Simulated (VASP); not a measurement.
# Pd (Fd-3m) in VASP: notebook

Pd is run at these levels: PBE; tasks: single point.

All numbers are computed with VASP 6.6.1; they aren't measurements. Logs are shortened: lines on timing, memory, paths and dates and some standing lists are left out, and cuts for length are marked.

**1. The cell of the first run**

It takes space group Fd-3m (No. 227, cubic). Conventional cell: a = 4.901 Å, b = 4.901 Å, c = 4.901 Å, α = 90.00°, β = 90.00°, γ = 90.00°. Within 2.8 Å of Pd (site symmetry -43m) lie 4 Pd at 2.12 Å.

**2. Single point, PBE (volume scaled by 0.6)**

The input, INCAR:

```
ALGO = Normal
EDIFF = 1E-7
ENCUT = 520
GGA = PE
ISIF = 2
ISMEAR = -1
LASPH = True
LCHARG = False
LREAL = False
LWAVE = False
NBANDS = 17
NELM = 60
PREC = Accurate
SIGMA = 0.08
```

The input, KPOINTS:

```
k-points
0
Gamma
  12 12 12
```

The input, POSCAR:

```
Pd
1.0
    0.0000000000      2.4506786320      2.4506786320
    2.4506786320      0.0000000000      2.4506786320
    2.4506786320      2.4506786320      0.0000000000
Pd
2
Direct
   -0.1250000000     -0.1250000000     -0.1250000000
    0.1250000000      0.1250000000      0.1250000000
```

Potentials or basis: VASP PAW PBE potentials, release 64 (Pd).

Started as:

```sh
$ cat potpaw_PBE.64/Pd/POTCAR > POTCAR
$ mpirun -np 1 vasp_std > vasp.out
```

OUTCAR:

```text
EDIFF = 1E-7
   ENCUT = 520
   GGA = PE
   ISIF = 2
   ISMEAR = -1
   LASPH = True
   LREAL = False
   NELM = 60
   PREC = Accurate

 ion  position               nearest neighbor table
   1  0.875  0.875  0.875-   2 2.12   2 2.12   2 2.12   2 2.12
   2  0.125  0.125  0.125-   1 2.12   1 2.12   1 2.12   1 2.12

  LATTYP: Found a face centered cubic cell.
 ALAT       =     4.9013572640

  Lattice vectors:

 A1 = (   0.0000000000,   2.4506786320,   2.4506786320)
 A2 = (   2.4506786320,   0.0000000000,   2.4506786320)
 A3 = (   2.4506786320,   2.4506786320,   0.0000000000)

Analysis of symmetry for initial positions (statically):
=====================================================================
 Subroutine PRICEL returns:
 Original cell was already a primitive cell.

 Routine SETGRP: Setting up the symmetry group for a
 face centered cubic supercell.

 Subroutine GETGRP returns: Found 48 space group operations
 (whereof 12 operations were pure point group operations)
 out of a pool of 48 trial point group operations.

The static configuration has the point symmetry D_3d.
 The point group associated with its full space group is O_h .

Analysis of symmetry for dynamics (positions and initial velocities):
=====================================================================
 Subroutine PRICEL returns:
 Original cell was already a primitive cell.

 Routine SETGRP: Setting up the symmetry group for a
 face centered cubic supercell.

 Subroutine GETGRP returns: Found 48 space group operations
 (whereof 12 operations were pure point group operations)
 out of a pool of 48 trial point group operations.

The dynamic configuration has the point symmetry D_3d.
 The point group associated with its full space group is O_h .

 Subroutine INISYM returns: Found 48 space group operations
 (whereof 12 operations are pure point group operations),
 and found     1 'primitive' translations

----------------------------------------------------------------------------------------

                                     Primitive cell

  volume of cell :      29.4367

  direct lattice vectors                    reciprocal lattice vectors
     0.000000000  2.450678632  2.450678632    -0.204025119  0.204025119  0.204025119
     2.450678632  0.000000000  2.450678632     0.204025119 -0.204025119  0.204025119
     2.450678632  2.450678632  0.000000000     0.204025119  0.204025119 -0.204025119

  length of vectors
     3.465782958  3.465782958  3.465782958     0.353381872  0.353381872  0.353381872

  position of ions in fractional coordinates (direct lattice)
     0.875000000  0.875000000  0.875000000
     0.125000000  0.125000000  0.125000000

  ion indices of the primitive-cell ions
   primitive index   ion index
                 1           1
                 2           2

----------------------------------------------------------------------------------------

 KPOINTS: k-points

Automatic generation of k-mesh.
 Grid dimensions read from file:
 generate k-points for:   12   12   12

 Generating k-lattice:

  Cartesian coordinates                     Fractional coordinates (reciprocal lattice)
    -0.017002093  0.017002093  0.017002093     0.083333333  0.000000000  0.000000000
     0.017002093 -0.017002093  0.017002093     0.000000000  0.083333333  0.000000000
     0.017002093  0.017002093 -0.017002093     0.000000000  0.000000000  0.083333333

  Length of vectors
     0.029448489  0.029448489  0.029448489

  Shift w.r.t. Gamma in fractional coordinates (k-lattice)
     0.000000000  0.000000000  0.000000000

 Subroutine IBZKPT returns following result:
 ===========================================

 Found     72 irreducible k-points:

 Following reciprocal coordinates:
            Coordinates               Weight
  0.000000  0.000000  0.000000      1.000000
  0.083333  0.000000  0.000000      8.000000
  0.166667  0.000000  0.000000      8.000000
  0.250000  0.000000  0.000000      8.000000
  0.333333  0.000000  0.000000      8.000000
  0.416667  0.000000  0.000000      8.000000
[... 16 lines left out ...]
  0.500000  0.166667  0.000000     24.000000
 -0.416667  0.166667  0.000000     24.000000
 [... further k-points ...]
   k-points           NKPTS =     72   k-points in BZ     NKDIM =     72   number of bands    NBANDS=     17
   number of dos      NEDOS =    301   number of ions     NIONS =      2
   total plane-waves  NPLWV =  21952
   dimension x,y,z NGX =    28 NGY =   28 NGZ =   28
   dimension x,y,z NGXF=    56 NGYF=   56 NGZF=   56
   ions per type =               2
   NGX,Y,Z   is equivalent  to a cutoff of  13.43, 13.43, 13.43 a.u.
   NGXF,Y,Z  is equivalent  to a cutoff of  26.86, 26.86, 26.86 a.u.
 SYSTEM =  unknown system
   PREC   = accura    normal or accurate (medium, high low for compatibility)
   ISTART =      0    job   : 0-new  1-cont  2-samecut
   ICHARG =      2    charge: 1-file 2-atom 10-const
   ISPIN  =      1    spin polarized calculation?
   LNONCOLLINEAR =      F non collinear calculations
   LSORBIT =      F    spin-orbit coupling
   LASPH  =      T    aspherical Exc in radial PAW
   ENCUT  =  520.0 eV  38.22 Ry    6.18 a.u.   6.44  6.44  6.44*2*pi/ulx,y,z
   NELM   =     60;   NELMIN=  2; NELMDL= -5     # of ELM steps
   EDIFF  = 0.1E-06   stopping-criterion for ELM
   LREAL  =      F    real-space projection
   EDIFFG = 0.1E-05   stopping-criterion for IOM
   NSW    =      0    number of steps for IOM
   IBRION =     -1    ionic relax: 0-MD 1-quasi-New 2-CG
   NFREE  =      0    steps in history (QN), initial steepest desc. (CG)
   ISIF   =      2    stress and relaxation
   ISYM   =      2    0-nonsym 1-usesym 2-fastsym
   POTIM  = 0.5000    time-step for ionic-motion
   TEBEG  =    0.0;   TEEND  =   0.0 temperature during run
   PSTRESS=    0.0 pullay stress
   NELECT =      20.0000    total number of electrons
   NUPDOWN=      -1.0000    fix difference up-down
   EMIN   =  10.00;   EMAX   =-10.00  energy-range for DOS
   EFERMI =   0.00;   METHOD = LEGACY
   ISMEAR =    -1;   SIGMA  =   0.08  broadening in eV -4-tet -1-fermi 0-gaus
   EFERMI_NEDOS =   21; number of points for ismear=-14 and -15
   IALGO  =     38    algorithm
   IMIX   =      4    mixing-type and parameters
     AMIX     =   0.40;   BMIX     =  1.00
     AMIX_MAG =   1.60;   BMIX_MAG =  1.00
  volume/ion in A,a.u.               =      14.72        99.32
  Fermi-wavevector in a.u.,A,eV,Ry     =   1.439202  2.719698 28.181786  2.071303
  Thomas-Fermi vector in A             =   2.558084
   LORBIT       =      0    0 simple, 1 ext, 2 COOP (PROOUT), +10 PAW based schemes
   GGA     = PE    functional components
   LHFCALC =     F    Hartree Fock is set to
   AEXX    =    0.0000 exact exchange contribution
   IVDW    =     0    specifies the selected vdW correction
   LEPSILON=     F    determine dielectric tensor
   LRPA    =     F    only Hartree local field effects (RPA)
 non-spin polarized calculation
  energy-cutoff  :      520.00
  volume of cell :       29.44
 maximum number of plane-waves:       821
 NGX is ok and might be reduce to    28
   NGX = 13   NGY = 13   NGZ = 13

 number of electron      20.0000005 magnetization

 Free energy of the ion-electron system (eV)
  ---------------------------------------------------
  ext. energy  EPLUGINS =         0.00000000
  ---------------------------------------------------
  free energy    TOTEN  =        -3.74255138 eV

  energy without entropy =       -3.66722289  energy(sigma->0) =       -3.70488713

 E-fermi :  11.0601     XC(G=0): -12.8545

 val. band max:       11.0592932167   @ k =  -0.0833   0.0833   0.0000
 cond. band min:      11.0612637189   @ k =   0.3333   0.0833   0.0000
 fundamental gap:      0.0019705023
 Fermi energy:        11.0601156064

 k-point     1 :       0.0000    0.0000    0.0000
  band No.  band energies     occupation
      1       3.2376      2.00000
      2       4.0759      2.00000
      3       4.0759      2.00000
      4       4.8593      2.00000
      5       4.8593      2.00000
      6       4.8593      2.00000
[... 9 lines left out ...]
     16      26.5487      0.00000
     17      27.6195      0.00000

 k-point     2 :       0.0833    0.0000    0.0000
  band No.  band energies     occupation
      1       3.3953      2.00000
      2       3.9950      2.00000
      3       3.9950      2.00000
      4       4.8564      2.00000
      5       4.9914      2.00000
      6       4.9914      2.00000
[... 9 lines left out ...]
     16      26.7589      0.00000
     17      27.4031      0.00000

 k-point     3 :       0.1667    0.0000    0.0000
  band No.  band energies     occupation
      1       3.8068      2.00000
      2       3.8844      2.00000
      3       3.8844      2.00000
      4       4.8993      2.00000
      5       5.2127      2.00000
      6       5.2127      2.00000
[... 9 lines left out ...]
     16      27.0527      0.00000
     17      27.0527      0.00000

 k-point     4 :       0.2500    0.0000    0.0000
  band No.  band energies     occupation
      1       3.8640      2.00000
      2       3.8640      2.00000
      3       4.1916      2.00000
      4       5.1960      2.00000
      5       5.2996      2.00000
      6       5.2996      2.00000
[... 9 lines left out ...]
     16      26.8812      0.00000
     17      26.8812      0.00000
[... 343 lines left out ...]
      1       3.3694      2.00000
      2       4.1705      2.00000
      3       4.5394      2.00000
      4       4.9348      2.00000
      5       5.9703      2.00000
      6       6.0840      2.00000
[... 9 lines left out ...]
     16      27.7389      0.00000
     17      28.8495      0.00000

 k-point    23 :       0.5000    0.1667    0.0000
  band No.  band energies     occupation
      1       3.4369      2.00000
      2       4.1873      2.00000
      3       4.2880      2.00000
      4       5.1740      2.00000
      5       5.7715      2.00000
      6       6.0657      2.00000
[... 9 lines left out ...]
     16      28.3683      0.00000
     17      29.0924      0.00000

 k-point    24 :      -0.4167    0.1667    0.0000
  band No.  band energies     occupation
      1       3.5128      2.00000
      2       3.9842      2.00000
      3       4.3468      2.00000
      4       5.4487      2.00000
      5       5.5115      2.00000
      6       6.0880      2.00000
[... 9 lines left out ...]
     16      28.3653      0.00000
     17      28.5905      0.00000

 [... further k-points ...]
[... 5 lines left out ...]
  --------------------------------------------------------------------------------------
  -------------------------------------------------------------------------------------
  Total       22.3724786     22.3724786     22.3724786     -0.0000000     -0.0000000     -0.0000000
  in kB     1217.6867916   1217.6867916   1217.6867916     -0.0000000     -0.0000000     -0.0000000
  external PRESSURE =    1217.6867916 kB  Pullay stress =       0.0000000 kB

 VOLUME and BASIS-vectors are now :
 -----------------------------------------------------------------------------
  energy-cutoff  :      520.00
  volume of cell :       29.44
      direct lattice vectors                 reciprocal lattice vectors
     0.000000000  2.450678632  2.450678632    -0.204025119  0.204025119  0.204025119
     2.450678632  0.000000000  2.450678632     0.204025119 -0.204025119  0.204025119
     2.450678632  2.450678632  0.000000000     0.204025119  0.204025119 -0.204025119

 POSITION                                       TOTAL-FORCE (eV/Angst)
 -----------------------------------------------------------------------------------
      4.28869      4.28869      4.28869         0.000000     -0.000000      0.000000
      0.61267      0.61267      0.61267        -0.000000      0.000000     -0.000000
 -----------------------------------------------------------------------------------
    total drift:                                0.000000     -0.000000     -0.000000

  FREE ENERGIE OF THE ION-ELECTRON SYSTEM (eV)
  ---------------------------------------------------
  free  energy   TOTEN  =        -3.7425513752 eV

  energy  without entropy=       -3.6672228922  energy(sigma->0) =       -3.70488713
```

It took 59 s on 1 thread of Intel Xeon 8259CL, shared host; peak memory 0.17 GiB.

What came out:

```
Free energy            : -3.7426 eV
Pressure               : 121.8 GPa
Band gap on the k mesh : zero (band 10 reaches 11.30 eV, above the bottom of band 11 at 10.45 eV)
```

**3. Single point, PBE (volume scaled by 0.6)**

The input, INCAR:

```
SYSTEM = Pd
PREC = Accurate ; ENCUT = 520
EDIFF = 1E-6 ; ISMEAR = -1
SIGMA = 0.08 ; LREAL = .FALSE.
LASPH = .TRUE. ; NELM = 60
ALGO = Normal ; ISIF = 2
LWAVE = .FALSE. ; LCHARG = .FALSE.
GGA = PE ; NBANDS = 17
```

The input, KPOINTS:

```
regular mesh
0
G
  12 12 12
  0 0 0
```

POSCAR is that of step 2.

Potentials or basis: VASP PAW PBE potentials, release 64 (Pd).

Started as:

```sh
$ cat potpaw_PBE.64/Pd/POTCAR > POTCAR
$ mpirun -np 1 vasp_std > vasp.out
```

Wall time 52 s (1 thread of Intel Xeon 8259CL, shared host); peak memory 0.17 GiB.

The run converged. Its results:

* Free energy: -3.7426 eV
* Pressure: 121.8 GPa
* Band gap on the k mesh: zero (band 10 reaches 11.30 eV, above the bottom of band 11 at 10.45 eV)

Levels at points of the mesh, in eV from the Fermi level:
| k point | band 7 | band 8 | band 9 | band 10 | band 11 | band 12 | band 13 | band 14 |
| --- | --- | --- | --- | --- | --- | --- | --- | --- |
| (0.00, 0.00, 0.00) | -2.76 | -2.76 | -2.76 | -0.12 | -0.12 | 13.86 | 14.24 | 14.24 |
| (0.50, 0.00, 0.00) | -2.00 | -2.00 | -1.68 | -0.61 | -0.61 | 2.03 | 11.12 | 11.86 |
| (0.50, 0.50, 0.00) | -3.34 | -3.34 | -0.27 | -0.27 | 2.43 | 2.43 | 5.33 | 5.33 |

**4. Single point, PBE (volume scaled by 0.7)**

The input, INCAR:

```
ALGO = Normal
EDIFF = 1E-7
ENCUT = 520
GGA = PE
ISIF = 2
ISMEAR = -1
LASPH = T
LCHARG = F
LREAL = F
LWAVE = F
NBANDS = 17
NELM = 60
PREC = Accurate
SIGMA = 0.08
```

The input, KPOINTS:

```
k-points
0
Gamma
  12 12 12
```

The input, POSCAR:

```
Pd
1.0
    0.0000000000      2.5798945830      2.5798945830
    2.5798945830      0.0000000000      2.5798945830
    2.5798945830      2.5798945830      0.0000000000
Pd
2
Direct
   -0.1250000000     -0.1250000000     -0.1250000000
    0.1250000000      0.1250000000      0.1250000000
```

Started as:

```sh
$ cat potpaw_PBE.64/Pd/POTCAR > POTCAR
$ mpirun -np 1 vasp_std > vasp.out
```

Run time: 60 s. Hardware: 1 thread of Intel Xeon 8259CL, shared host; peak memory 0.18 GiB.

The run converged. Its results:

```yaml
Free_energy: -6.3862 eV
Pressure: 58.0 GPa
Band_gap_on_the_k_mesh: zero (band 10 reaches 8.59 eV, above the bottom of band 11 at 7.90 eV)
```

Levels at points of the mesh, in eV from the Fermi level:
| k point | band 7 | band 8 | band 9 | band 10 | band 11 | band 12 | band 13 | band 14 |
| --- | --- | --- | --- | --- | --- | --- | --- | --- |
| (0.00, 0.00, 0.00) | -2.21 | -2.21 | -2.21 | -0.15 | -0.15 | 13.61 | 13.88 | 13.88 |
| (0.50, 0.00, 0.00) | -1.63 | -1.63 | -1.09 | -0.50 | -0.50 | 1.79 | 10.65 | 10.65 |
| (0.50, 0.50, 0.00) | -2.85 | -2.85 | -0.22 | -0.22 | 2.30 | 2.30 | 5.18 | 5.18 |

**5. Single point, PBE (volume scaled by 0.8)**

The input, INCAR:

```
ALGO = Normal ; EDIFF = 1E-6
ENCUT = 520 ; GGA = PE
ISIF = 2 ; ISMEAR = -1
LASPH = T ; LCHARG = F
LREAL = F ; LWAVE = F
NBANDS = 17 ; NELM = 60
PREC = Accurate ; SIGMA = 0.08
```

KPOINTS is that of step 4.

The input, POSCAR:

```
Pd
1.0
    0.0000000000      2.6973208511      2.6973208511
    2.6973208511      0.0000000000      2.6973208511
    2.6973208511      2.6973208511      0.0000000000
Pd
2
Direct
   -0.1250000000     -0.1250000000     -0.1250000000
    0.1250000000      0.1250000000      0.1250000000
```

Started as:

```sh
$ cat potpaw_PBE.64/Pd/POTCAR > POTCAR
$ mpirun -np 1 vasp_std > vasp.out
```

Wall time 53 s (1 thread of Intel Xeon 8259CL, shared host); peak memory 0.18 GiB.

Results (log left out):

- Free energy: -7.6135 eV
- Pressure: 25.6 GPa
- Band gap on the k mesh: zero (band 10 reaches 6.62 eV, above the bottom of band 11 at 6.06 eV)

Levels at points of the mesh, in eV from the Fermi level:
```tsv
k point	band 8	band 9	band 10	band 11	band 12	band 13
(0.00, 0.00, 0.00)	-1.82	-1.82	-0.16	-0.16	13.18	13.20
(0.50, 0.00, 0.00)	-1.36	-0.64	-0.43	-0.43	1.58	9.72
(0.50, 0.50, 0.00)	-2.46	-0.19	-0.19	2.15	2.15	5.04
```

[end of part 1 of 2]
